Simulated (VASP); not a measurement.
Si2GeN, 4 atoms in the cell. It takes space group Pmmm (No. 47, orthorhombic). Conventional cell: a = 2.967 Å, b = 3.533 Å, c = 5.692 Å, α = 90.00°, β = 90.00°, γ = 90.00°. Within 2.7 Å of Si (site symmetry mm2) lie 2 Ge at 1.98 Å and 2 N at 2.34 Å and 1 Si at 2.61 Å. Within 2.6 Å of Ge (site symmetry mmm) lie 4 Si at 1.98 Å. Within 3.1 Å of N (site symmetry mmm) lie 4 Si at 2.34 Å and 2 N at 2.97 Å. The cell was generated, and may not be a known phase.

| Property | Result |
| --- | --- |
| Program | VASP 6.6.1 |
| Task | relaxation of cell and atoms |
| Functional | PBE |
| Potentials or basis | VASP PAW PBE potentials, release 64 (Si, Ge_d, N) |
| Cutoff | 600 eV |
| k mesh | 6 × 6 × 4 |
| Occupations | gaussian, width 0.1 eV |
| Spin | no spin polarisation |
| Dipole correction | no |
| Further INCAR settings | ALGO = Normal; EDIFF = 1e-06; IBRION = 2; EDIFFG = -0.04; NSW = 90; ISIF = 3 |

Potentials or basis: VASP PAW PBE potentials, release 64 (Si, Ge_d, N).

The run is started by

```bash
$ cat potpaw_PBE.64/Si/POTCAR potpaw_PBE.64/Ge_d/POTCAR potpaw_PBE.64/N/POTCAR > POTCAR
$ mpirun -np 1 vasp_std > vasp.out
```

Hardware: 1 thread of Intel(R) Xeon(R) 6975P-C (Granite Rapids), on a shared host.

Task: Estimate the wall time of this run.

Result: Run time: 3.6 min on 1 thread of Intel(R) Xeon(R) 6975P-C (Granite Rapids), on a shared host, peak memory 0.23 GiB. Counts: scf iterations 157, k points 48, ion steps 17.
